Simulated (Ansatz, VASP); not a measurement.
**Al5BAs6 in VASP and in Ansatz**

```xyz
12
Lattice="6.8130 0.0000 0.0000 -3.4065 5.9002 0.0000 0.0000 0.0000 6.4692" Properties=species:S:1:pos:R:3 pbc="T T T"
Al    3.4065    1.9667    0.0124
Al    0.0000    3.9335    0.0124
Al   -1.0898    1.8876    3.2380
Al    2.3167    4.0126    3.2380
Al    2.1796    0.0000    3.2380
B     0.0000    0.0000    6.4593
As    3.4065    1.9667    2.4841
As    0.0000    3.9335    2.4841
As    0.0000    0.0000    2.1226
As   -1.0024    1.7362    5.7274
As    2.4041    4.1640    5.7274
As    2.0047    0.0000    5.7274
```

Alike in both runs: functional PBE; k mesh 6 × 6 × 4; occupations gaussian, width 0.02 eV; no spin polarisation.

Ansatz relaxed the structure, and its values are those at the end. VASP's run is a single point on that final structure, the one shown.

|  | VASP | Ansatz |
| --- | --- | --- |
| version | VASP 6.6.1 | Ansatz 0.2.0 |
| potentials or method | VASP PAW PBE potentials, release 64 (Al, B, As), cutoff 520 eV | scalar-relativistic, plane waves, PAW |
| valence electrons in the cell | 48 | 108 |

|  | VASP | Ansatz | Ansatz less VASP |
| --- | --- | --- | --- |
| gap on the k mesh at the Fermi level (eV) | 1.21 | 1.22 | +0.009 |
| least direct gap on the mesh (eV) | 1.28 | 1.28 | +0.004 |
| pressure (GPa) | 0.2 | 0.0 | -0.19 |
| rms of the force components (eV/Å) | 0.006 | 0.001 | -0.0049 |

VASP's potentials hold 48 valence electrons a cell and Ansatz's 108, so a difference there can come from the potentials and not from the codes.
